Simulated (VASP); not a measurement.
# Be (Fm-3m) in VASP: a series of runs

The runs below take Be through single point, relaxation of cell and atoms, with PBEsol.

All numbers are computed with VASP 6.6.1; they aren't measurements. Logs are shortened: lines on timing, memory, paths and dates and some standing lists are left out, and cuts for length are marked.

## (1) The cell of the first run

Symmetry: Fm-3m, No. 225, cubic system. Conventional cell: a = 3.667 Å, b = 3.667 Å, c = 3.667 Å, α = 90.00°, β = 90.00°, γ = 90.00°. Within 3.4 Å of Be (site symmetry m-3m) lie 12 Be at 2.59 Å.

This isn't the form of Be at room conditions, which is hcp.

## (2) Single point, PBEsol

Input file INCAR:

```
SYSTEM = Be
PREC = Accurate
ENCUT = 520
EDIFF = 1E-6
ISMEAR = 0
SIGMA = 0.1
LREAL = .FALSE.
LASPH = .TRUE.
NELM = 100
ALGO = Normal
ISIF = 2
LWAVE = .FALSE.
LCHARG = .FALSE.
GGA = PS
NBANDS = 7
```

Input file KPOINTS:

```
regular mesh
0
G
  8 8 8
  0 0 0
```

Input file POSCAR:

```
Be
1.0
    0.0000000000      1.8334813092      1.8334813092
    1.8334813092      0.0000000000      1.8334813092
    1.8334813092      1.8334813092      0.0000000000
Be
1
Direct
    0.0000000000      0.0000000000      0.0000000000
```

Potentials or basis: VASP PAW PBE potentials, release 64 (Be).

On the command line:

```sh
$ cat potpaw_PBE.64/Be/POTCAR > POTCAR
$ mpirun -np 1 vasp_std > vasp.out
```

OUTCAR:

```text
SYSTEM = Be
   PREC = Accurate
   ENCUT = 520
   EDIFF = 1E-6
   ISMEAR = 0
   LREAL = .FALSE.
   LASPH = .TRUE.
   NELM = 100
   ISIF = 2
   GGA = PS

 ion  position               nearest neighbor table
   1  0.000  0.000  0.000-

  LATTYP: Found a face centered cubic cell.
 ALAT       =     3.6669626184

  Lattice vectors:

 A1 = (   0.0000000000,   1.8334813092,   1.8334813092)
 A2 = (   1.8334813092,   0.0000000000,   1.8334813092)
 A3 = (   1.8334813092,   1.8334813092,   0.0000000000)

Analysis of symmetry for initial positions (statically):
=====================================================================
 Subroutine PRICEL returns:
 Original cell was already a primitive cell.

 Routine SETGRP: Setting up the symmetry group for a
 face centered cubic supercell.

 Subroutine GETGRP returns: Found 48 space group operations
 (whereof 48 operations were pure point group operations)
 out of a pool of 48 trial point group operations.

The static configuration has the point symmetry O_h .

Analysis of symmetry for dynamics (positions and initial velocities):
=====================================================================
 Subroutine PRICEL returns:
 Original cell was already a primitive cell.

 Routine SETGRP: Setting up the symmetry group for a
 face centered cubic supercell.

 Subroutine GETGRP returns: Found 48 space group operations
 (whereof 48 operations were pure point group operations)
 out of a pool of 48 trial point group operations.

The dynamic configuration has the point symmetry O_h .

 Subroutine INISYM returns: Found 48 space group operations
 (whereof 48 operations are pure point group operations),
 and found     1 'primitive' translations

----------------------------------------------------------------------------------------

                                     Primitive cell

  volume of cell :      12.3271

  direct lattice vectors                    reciprocal lattice vectors
     0.000000000  1.833481309  1.833481309    -0.272705262  0.272705262  0.272705262
     1.833481309  0.000000000  1.833481309     0.272705262 -0.272705262  0.272705262
     1.833481309  1.833481309  0.000000000     0.272705262  0.272705262 -0.272705262

  length of vectors
     2.592934134  2.592934134  2.592934134     0.472339369  0.472339369  0.472339369

  position of ions in fractional coordinates (direct lattice)
     0.000000000  0.000000000  0.000000000

  ion indices of the primitive-cell ions
   primitive index   ion index
                 1           1

----------------------------------------------------------------------------------------

 KPOINTS: regular mesh

Automatic generation of k-mesh.
 Grid dimensions read from file:
 generate k-points for:    8    8    8

 Generating k-lattice:

  Cartesian coordinates                     Fractional coordinates (reciprocal lattice)
    -0.034088158  0.034088158  0.034088158     0.125000000  0.000000000  0.000000000
     0.034088158 -0.034088158  0.034088158     0.000000000  0.125000000  0.000000000
     0.034088158  0.034088158 -0.034088158     0.000000000  0.000000000  0.125000000

  Length of vectors
     0.059042421  0.059042421  0.059042421

  Shift w.r.t. Gamma in fractional coordinates (k-lattice)
     0.000000000  0.000000000  0.000000000

 Subroutine IBZKPT returns following result:
 ===========================================

 Found     29 irreducible k-points:

 Following reciprocal coordinates:
            Coordinates               Weight
  0.000000  0.000000  0.000000      1.000000
  0.125000  0.000000  0.000000      8.000000
  0.250000  0.000000  0.000000      8.000000
  0.375000  0.000000  0.000000      8.000000
  0.500000  0.000000  0.000000      4.000000
  0.125000  0.125000  0.000000      6.000000
[... 16 lines left out ...]
  0.500000  0.250000  0.125000     48.000000
 -0.375000  0.250000  0.125000     24.000000
 [... further k-points ...]
   k-points           NKPTS =     29   k-points in BZ     NKDIM =     29   number of bands    NBANDS=      7
   number of dos      NEDOS =    301   number of ions     NIONS =      1
   total plane-waves  NPLWV =   8000
   dimension x,y,z NGX =    20 NGY =   20 NGZ =   20
   dimension x,y,z NGXF=    40 NGYF=   40 NGZF=   40
   ions per type =               1
   NGX,Y,Z   is equivalent  to a cutoff of  12.82, 12.82, 12.82 a.u.
   NGXF,Y,Z  is equivalent  to a cutoff of  25.65, 25.65, 25.65 a.u.
 SYSTEM =  Be
   PREC   = accura    normal or accurate (medium, high low for compatibility)
   ISTART =      0    job   : 0-new  1-cont  2-samecut
   ICHARG =      2    charge: 1-file 2-atom 10-const
   ISPIN  =      1    spin polarized calculation?
   LNONCOLLINEAR =      F non collinear calculations
   LSORBIT =      F    spin-orbit coupling
   LASPH  =      T    aspherical Exc in radial PAW
   ENCUT  =  520.0 eV  38.22 Ry    6.18 a.u.   4.82  4.82  4.82*2*pi/ulx,y,z
   NELM   =    100;   NELMIN=  2; NELMDL= -5     # of ELM steps
   EDIFF  = 0.1E-05   stopping-criterion for ELM
   LREAL  =      F    real-space projection
   EDIFFG = 0.1E-04   stopping-criterion for IOM
   NSW    =      0    number of steps for IOM
   IBRION =     -1    ionic relax: 0-MD 1-quasi-New 2-CG
   NFREE  =      0    steps in history (QN), initial steepest desc. (CG)
   ISIF   =      2    stress and relaxation
   ISYM   =      2    0-nonsym 1-usesym 2-fastsym
   POTIM  = 0.5000    time-step for ionic-motion
   TEBEG  =    0.0;   TEEND  =   0.0 temperature during run
   PSTRESS=    0.0 pullay stress
   NELECT =       2.0000    total number of electrons
   NUPDOWN=      -1.0000    fix difference up-down
   EMIN   =  10.00;   EMAX   =-10.00  energy-range for DOS
   EFERMI =   0.00;   METHOD = LEGACY
   ISMEAR =     0;   SIGMA  =   0.10  broadening in eV -4-tet -1-fermi 0-gaus
   EFERMI_NEDOS =   21; number of points for ismear=-14 and -15
   IALGO  =     38    algorithm
   IMIX   =      4    mixing-type and parameters
     AMIX     =   0.40;   BMIX     =  1.00
     AMIX_MAG =   1.60;   BMIX_MAG =  1.00
  volume/ion in A,a.u.               =      12.33        83.19
  Fermi-wavevector in a.u.,A,eV,Ry     =   0.892891  1.687319 10.847299  0.797254
  Thomas-Fermi vector in A             =   2.014898
   LORBIT       =      0    0 simple, 1 ext, 2 COOP (PROOUT), +10 PAW based schemes
   GGA     = PS    functional components
   LHFCALC =     F    Hartree Fock is set to
   AEXX    =    0.0000 exact exchange contribution
   IVDW    =     0    specifies the selected vdW correction
   LEPSILON=     F    determine dielectric tensor
   LRPA    =     F    only Hartree local field effects (RPA)
 non-spin polarized calculation
 Gauss-broadening in eV      SIGMA  =   0.10
  energy-cutoff  :      520.00
  volume of cell :       12.33
 maximum number of plane-waves:       343
   NGX =  9   NGY =  9   NGZ =  9

 number of electron       2.0000000 magnetization

 Free energy of the ion-electron system (eV)
  ---------------------------------------------------
  ext. energy  EPLUGINS =         0.00000000
  ---------------------------------------------------
  free energy    TOTEN  =        -3.43744617 eV

  energy without entropy =       -3.43612731  energy(sigma->0) =       -3.43678674

 E-fermi :   3.8970     XC(G=0):  -9.2454

 val. band max:        3.7457446337   @ k =  -0.3750   0.3750   0.0000
 cond. band min:       3.9964277290   @ k =  -0.3750   0.2500   0.1250
 fundamental gap:      0.2506830953
 Fermi energy:         3.8970201408

 k-point     1 :       0.0000    0.0000    0.0000
  band No.  band energies     occupation
      1      -5.1455      2.00000
      2      17.7224      0.00000
      3      17.7224      0.00000
      4      17.7224      0.00000
      5      26.2873      0.00000
      6      26.2873      0.00000
      7      26.2873      0.00000

 k-point     2 :       0.1250    0.0000    0.0000
  band No.  band energies     occupation
      1      -4.7202      2.00000
      2      15.3489      0.00000
      3      17.2605      0.00000
      4      17.2605      0.00000
      5      24.6617      0.00000
      6      27.1747      0.00000
      7      27.1747      0.00000

 k-point     3 :       0.2500    0.0000    0.0000
  band No.  band energies     occupation
      1      -3.4488      2.00000
      2      10.6466      0.00000
      3      16.4588      0.00000
      4      16.4588      0.00000
      5      25.1611      0.00000
      6      26.7192      0.00000
      7      26.7192      0.00000

 k-point     4 :       0.3750    0.0000    0.0000
  band No.  band energies     occupation
      1      -1.3805      2.00000
      2       6.1299      0.00000
      3      15.9096      0.00000
      4      15.9096      0.00000
      5      24.9422      0.00000
      6      24.9422      0.00000
      7      25.9171      0.00000

 k-point     5 :       0.5000    0.0000    0.0000
  band No.  band energies     occupation
      1       0.5853      2.00000
      2       3.3118      2.00000
      3      15.7315      0.00000
      4      15.7315      0.00000
      5      24.2493      0.00000
      6      24.2493      0.00000
      7      25.6346      0.00000
[... 161 lines left out ...]
 k-point    22 :       0.3750    0.2500    0.1250
  band No.  band energies     occupation
      1      -2.3151      2.00000
      2      10.7645      0.00000
      3      12.2331      0.00000
      4      15.5768      0.00000
      5      22.1221      0.00000
      6      22.6422      0.00000
      7      29.7210      0.00000

 k-point    23 :       0.5000    0.2500    0.1250
  band No.  band energies     occupation
      1      -0.2266      2.00000
      2       6.8971      0.00000
      3      11.6521      0.00000
      4      13.6890      0.00000
      5      21.3433      0.00000
      6      25.4180      0.00000
      7      28.8140      0.00000

 k-point    24 :      -0.3750    0.2500    0.1250
  band No.  band energies     occupation
      1       1.9040      2.00000
      2       3.9964      0.15977
      3      12.1015      0.00000
      4      12.4437      0.00000
      5      21.0770      0.00000
      6      26.6206      0.00000
      7      30.3277      0.00000

 [... further k-points ...]

------------------------ aborting loop because EDIFF is reached ----------------------------------------

  FORCE on cell =-STRESS in cart. coord.  units (eV):
  Direction    XX          YY          ZZ          XY          YZ          ZX
  --------------------------------------------------------------------------------------
  -------------------------------------------------------------------------------------
  Total       -1.9969367     -1.9969367     -1.9969367     -0.0000000     -0.0000000      0.0000000
  in kB     -259.5466465   -259.5466465   -259.5466465     -0.0000000     -0.0000000      0.0000000
  external PRESSURE =    -259.5466465 kB  Pullay stress =       0.0000000 kB

 VOLUME and BASIS-vectors are now :
 -----------------------------------------------------------------------------
  energy-cutoff  :      520.00
  volume of cell :       12.33
      direct lattice vectors                 reciprocal lattice vectors
     0.000000000  1.833481309  1.833481309    -0.272705262  0.272705262  0.272705262
     1.833481309  0.000000000  1.833481309     0.272705262 -0.272705262  0.272705262
     1.833481309  1.833481309  0.000000000     0.272705262  0.272705262 -0.272705262

 POSITION                                       TOTAL-FORCE (eV/Angst)
 -----------------------------------------------------------------------------------
      0.00000      0.00000      0.00000        -0.000000      0.000000     -0.000000
 -----------------------------------------------------------------------------------
    total drift:                                0.000000      0.000000     -0.000000

  FREE ENERGIE OF THE ION-ELECTRON SYSTEM (eV)
  ---------------------------------------------------
  free  energy   TOTEN  =        -3.4374461720 eV

  energy  without entropy=       -3.4361273099  energy(sigma->0) =       -3.43678674
```

Wall time 3.5 s (1 thread of Intel Xeon 8259CL, shared host); peak memory 0.12 GiB.

What came out:

```yaml
Free_energy: -3.4374 eV
Pressure: -26.0 GPa
Band_gap_on_the_k_mesh: zero (bands 1 and 2 overlap by 1.75 eV)
```

Levels at points of the mesh, in eV from the Fermi level:
| k point | band 1 | band 2 | band 3 | band 4 | band 5 |
| --- | --- | --- | --- | --- | --- |
| (0.00, 0.00, 0.00) | -9.04 | 13.83 | 13.83 | 13.83 | 22.39 |
| (0.50, 0.00, 0.00) | -3.31 | -0.59 | 11.83 | 11.83 | 20.35 |
| (0.50, 0.50, 0.00) | -1.48 | 2.64 | 7.13 | 7.13 | 12.19 |

Caveat: the k points lie up to 0.37 Å⁻¹ apart, too coarse for converged energies and pressures of a metal; the PAW data sets were made with another functional, which shifts forces and pressure a little.

(Continued in part 2 of 2.)

The gap in the log of VASP goes by the Fermi energy; the results here count the filled bands.